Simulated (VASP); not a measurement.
# CNO (Pnma) in VASP: a series of runs, part 2 of 2

VASP 6.6.1. Earlier steps stand in the parts before.

## 3. Single point, PBE+D3(BJ)

Input file INCAR:

```
PREC     = Accurate       # precision mode
ENCUT    = 520            # plane-wave cutoff, eV
EDIFF    = 1E-6           # SCF threshold, eV
ISMEAR   = -1             # smearing method
SIGMA    = 0.0948         # smearing width, eV
LREAL    = Auto         
LASPH    = T              # aspherical terms in the spheres
NELM     = 60             # most SCF steps
ALGO     = Normal         # electronic algorithm
ISIF     = 2              # what is computed and relaxed
LWAVE    = F              # write WAVECAR
LCHARG   = T              # write CHGCAR
GGA      = PE             # functional
IVDW     = 12             # dispersion correction
LELF     = T              # ELF
LVHAR    = T            
NBANDS   = 78             # bands
```

Input file KPOINTS:

```
Automatic mesh
0
Gamma
  4 4 2
  0.5 0.5 0.5
```

Input file POSCAR:

```
CNO
1.0
    0.0000000000     -4.0699404974     -3.7421379604
    0.0000000000      4.0699404974     -3.7421379604
   11.5006060762      0.0000000000      0.0000000000
C N O
8 8 8
Direct
    0.6882271552      0.4382271552      0.8987005270
    0.1882271552      0.9382271552      0.8987005270
    0.8117728448      0.5617728448      0.3987005270
    0.3117728448      0.0617728448      0.3987005270
    0.3117728448      0.5617728448      0.1012994730
    0.8117728448      0.0617728448      0.1012994730
    0.1882271552      0.4382271552      0.6012994730
    0.6882271552      0.9382271552      0.6012994730
    0.1035311864      0.8535311864      0.9928508966
    0.6035311864      0.3535311864      0.9928508966
    0.8964688136      0.6464688136      0.4928508966
    0.3964688136      0.1464688136      0.4928508966
    0.8964688136      0.1464688136      0.0071491034
    0.3964688136      0.6464688136      0.0071491034
    0.1035311864      0.3535311864      0.5071491034
    0.6035311864      0.8535311864      0.5071491034
    0.7642280073      0.5142280073      0.8103514982
    0.2642280073      0.0142280073      0.8103514982
    0.7357719927      0.4857719927      0.3103514982
    0.2357719927      0.9857719927      0.3103514982
    0.2357719927      0.4857719927      0.1896485018
    0.7357719927      0.9857719927      0.1896485018
    0.2642280073      0.5142280073      0.6896485018
    0.7642280073      0.0142280073      0.6896485018
```

Potentials or basis: VASP PAW PBE potentials, release 64 (C, N, O).

Launch:

```
> cat potpaw_PBE.64/C/POTCAR potpaw_PBE.64/N/POTCAR potpaw_PBE.64/O/POTCAR > POTCAR
> mpirun -np 1 vasp_std > vasp.out
```

OUTCAR:

```text
PREC = Accurate
   ENCUT = 520
   EDIFF = 1E-6
   ISMEAR = -1
   LREAL = Auto
   LASPH = T
   NELM = 60
   ISIF = 2
   GGA = PE
   IVDW = 12
 IVDW          = 12

 ion  position               nearest neighbor table
   1  0.688  0.438  0.899-  17 1.16  10 1.25
   2  0.188  0.938  0.899-  18 1.16   9 1.25
   3  0.812  0.562  0.399-  19 1.16  11 1.25
   4  0.312  0.062  0.399-  20 1.16  12 1.25
   5  0.312  0.562  0.101-  21 1.16  14 1.25
   6  0.812  0.062  0.101-  22 1.16  13 1.25
   7  0.188  0.438  0.601-  23 1.16  15 1.25
   8  0.688  0.938  0.601-  24 1.16  16 1.25
   9  0.104  0.854  0.993-   2 1.25
  10  0.604  0.354  0.993-   1 1.25
  11  0.896  0.646  0.493-   3 1.25
  12  0.396  0.146  0.493-   4 1.25
  13  0.896  0.146  0.007-   6 1.25
  14  0.396  0.646  0.007-   5 1.25
[... 8 lines left out ...]
  23  0.264  0.514  0.690-   7 1.16
  24  0.764  0.014  0.690-   8 1.16

  LATTYP: Found a base centered orthorhombic cell.
 ALAT       =     7.4842759208
 B/A-ratio  =     1.0875976622
 C/A-ratio  =     1.5366357678

  Lattice vectors:

 A1 = (   0.0000000000,  -4.0699404974,  -3.7421379604)
 A2 = (   0.0000000000,   4.0699404974,  -3.7421379604)
 A3 = (  11.5006060762,   0.0000000000,   0.0000000000)

Analysis of symmetry for initial positions (statically):
=====================================================================
 Subroutine PRICEL returns following result:

  LATTYP: Found a simple orthorhombic cell.
 ALAT       =     3.7421379604
 B/A-ratio  =     1.0875976622
 C/A-ratio  =     3.0732715357

  Lattice vectors:

 A1 = (   0.0000000000,   0.0000000000,  -3.7421379604)
 A2 = (   0.0000000000,   4.0699404974,   0.0000000000)
 A3 = (  11.5006060762,   0.0000000000,   0.0000000000)

[... 157 lines left out ...]
     AMIX     =   0.40;   BMIX     =  1.00
     AMIX_MAG =   1.60;   BMIX_MAG =  1.00
  volume/ion in A,a.u.               =      14.60        98.50
  Fermi-wavevector in a.u.,A,eV,Ry     =   1.145466  2.164618 17.852115  1.312093
  Thomas-Fermi vector in A             =   2.282155
   LORBIT       =      0    0 simple, 1 ext, 2 COOP (PROOUT), +10 PAW based schemes
   GGA     = PE    functional components
   LHFCALC =     F    Hartree Fock is set to
   AEXX    =    0.0000 exact exchange contribution
   IVDW    =    12    specifies the selected vdW correction
   LEPSILON=     F    determine dielectric tensor
   LRPA    =     F    only Hartree local field effects (RPA)
 non-spin polarized calculation
  energy-cutoff  :      520.00
  volume of cell :      350.31
 maximum number of plane-waves:      9447
 NGX is ok and might be reduce to    42
   NGX = 21   NGY = 21   NGZ = 43

 number of electron     120.0000010 magnetization

 Free energy of the ion-electron system (eV)
  ---------------------------------------------------
  ext. energy  EPLUGINS =         0.00000000
  ---------------------------------------------------
  free energy    TOTEN  =      -177.36402455 eV

  energy without entropy =     -177.22635183  energy(sigma->0) =     -177.29518819

 E-fermi :  -1.2161     XC(G=0):  -7.9240

 val. band max:       -1.2195787442   @ k =   0.1250   0.1250   0.2500
 cond. band min:      -1.1427264987   @ k =   0.1250   0.1250   0.2500
 fundamental gap:      0.0768522455
 Fermi energy:        -1.2161081844

 k-point     1 :       0.1250    0.1250    0.2500
  band No.  band energies     occupation
      1     -23.6761      2.00000
      2     -23.6485      2.00000
      3     -23.5728      2.00000
      4     -23.5728      2.00000
      5     -23.5725      2.00000
      6     -23.5725      2.00000
[... 439 lines left out ...]
     71       4.8980      0.00000
     72       4.8981      0.00000
 [bands above 72 left out]

------------------------ aborting loop because EDIFF is reached ----------------------------------------

 Edisp (eV)   -1.94115

 E8    (eV) :    -0.4956

  FORCE on cell =-STRESS in cart. coord.  units (eV):
  Direction    XX          YY          ZZ          XY          YZ          ZX
  --------------------------------------------------------------------------------------
  -------------------------------------------------------------------------------------
  Total       4.81104    -0.24113     1.25218     0.00000     0.00000     0.00000
  in kB      22.00345    -1.10283     5.72688     0.00000     0.00000     0.00000
  external pressure =        8.88 kB  Pullay stress =        0.00 kB

 VOLUME and BASIS-vectors are now :
 -----------------------------------------------------------------------------
  energy-cutoff  :      520.00
  volume of cell :      350.31
      direct lattice vectors                 reciprocal lattice vectors
     0.000000000 -4.069940497 -3.742137960     0.000000000 -0.122851919 -0.133613460
     0.000000000  4.069940497 -3.742137960     0.000000000  0.122851919 -0.133613460
    11.500606076  0.000000000  0.000000000     0.086951939  0.000000000  0.000000000

 POSITION                                       TOTAL-FORCE (eV/Angst)
 -----------------------------------------------------------------------------------
     10.33560     -1.01749     -4.21535         0.542736      0.000000      0.314291
     10.33560      3.05246     -4.21535         0.542736      0.000000      0.314291
      4.58530     -1.01749     -5.14000         0.542736      0.000000     -0.314291
      4.58530     -1.01749     -1.39786         0.542736      0.000000     -0.314291
      1.16501      1.01749     -3.26893        -0.542736      0.000000     -0.314291
      1.16501     -3.05246     -3.26893        -0.542736      0.000000     -0.314291
[... 16 lines left out ...]
      7.93138      1.01749     -2.91309         0.600783      0.000000     -0.345150
      7.93138     -3.05246     -2.91309         0.600783      0.000000     -0.345150
 -----------------------------------------------------------------------------------
    total drift:                               -0.000000     -0.000000     -0.000000

  FREE ENERGIE OF THE ION-ELECTRON SYSTEM (eV)
  ---------------------------------------------------
  free  energy   TOTEN  =      -179.3051763786 eV

  energy  without entropy=     -179.1675036650  energy(sigma->0) =     -179.23634002
```

It took 8.2 min on 1 thread of Intel Xeon 8259CL, shared host; peak memory 0.43 GiB.

Results:

* Free energy: -179.3052 eV
* Pressure: 0.9 GPa
* Largest force: 0.693 eV/Å
* Band gap on the k mesh: zero (bands 60 and 61 overlap by 0.02 eV)
* Dispersion energy per atom: -0.081 eV

Forces on the atoms (eV/Å):
```
C    0.543  0.000  0.314
C    0.543  0.000  0.314
C    0.543  0.000 -0.314
C    0.543  0.000 -0.314
C   -0.543  0.000 -0.314
C   -0.543  0.000 -0.314
C   -0.543  0.000  0.314
C   -0.543  0.000  0.314
N    0.055  0.000  0.027
N    0.055  0.000  0.027
N    0.055  0.000 -0.027
N    0.055  0.000 -0.027
N   -0.055  0.000 -0.027
N   -0.055  0.000 -0.027
N   -0.055  0.000  0.027
N   -0.055  0.000  0.027
O   -0.601  0.000 -0.345
O   -0.601  0.000 -0.345
O   -0.601  0.000  0.345
O   -0.601  0.000  0.345
O    0.601  0.000  0.345
O    0.601  0.000  0.345
O    0.601  0.000 -0.345
O    0.601  0.000 -0.345
```

Stress tensor (GPa, compression positive):
```
 2.20  0.00  0.00
 0.00 -0.11  0.00
 0.00  0.00  0.57
```

Levels at points of the mesh, in eV from the Fermi level:
| k point | band 57 | band 58 | band 59 | band 60 | band 61 | band 62 | band 63 | band 64 |
| --- | --- | --- | --- | --- | --- | --- | --- | --- |
| (0.12, 0.12, 0.25) | -0.51 | -0.41 | 0.00 | 0.00 | 0.07 | 0.07 | 1.85 | 1.94 |
